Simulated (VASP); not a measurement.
Write the native input for VASP 6.6.1 that does the following.

```yaml
Task: single point
Functional: PBEsol
Potentials_or_basis: VASP PAW PBE potentials, release 64 (Fe)
Cutoff: 520 eV
k_mesh: 17 × 17 × 9
Occupations: fermi-dirac, width 0.1 eV
Spin: no spin polarisation
Dipole_correction: no
Further_INCAR_settings: ALGO = Normal; EDIFF = 1e-06; NBANDS = 15
```

The structure of Fe lies in POSCAR:

```
Fe
1.0
    2.4619652523      0.0000000000      0.0000000000
   -1.2309826262      2.1321244517      0.0000000000
    0.0000000000      0.0000000000      3.8934084372
Fe
2
Direct
    0.3333333333      0.6666666667      0.2500000000
    0.6666666667      0.3333333333      0.7500000000
```

This cell differs from its parent crystal: volume scaled by 1.04.

The input as run:

INCAR

```
PREC     = Accurate       # precision mode
ENCUT    = 520            # plane-wave cutoff, eV
EDIFF    = 1E-6           # SCF threshold, eV
ISMEAR   = -1             # smearing method
SIGMA    = 0.1            # smearing width, eV
LREAL    = F              # projectors in reciprocal space
LASPH    = T              # aspherical terms in the spheres
NELM     = 60             # most SCF steps
ALGO     = Normal         # electronic algorithm
ISIF     = 2              # what is computed and relaxed
LWAVE    = F              # write WAVECAR
LCHARG   = F              # write CHGCAR
GGA      = PS             # functional
NBANDS   = 15             # bands
```

KPOINTS

```
regular mesh
0
Gamma
  17 17 9
```

Potentials or basis: VASP PAW PBE potentials, release 64 (Fe).

Command:

```bash
$ cat potpaw_PBE.64/Fe/POTCAR > POTCAR
$ mpirun -np 1 vasp_std > vasp.out
```

It gave:

* Pressure: -11.9 GPa
* Band gap on the k mesh: zero (band 8 reaches 7.60 eV, above the bottom of band 9 at 5.73 eV)

Caveat: the PAW data sets were made with another functional, which shifts forces and pressure a little; the run has no spin polarisation, though such a crystal can be magnetic.

It took 78 s on 1 thread of AMD EPYC 7R13, with other jobs on the host, peak memory 0.13 GiB.
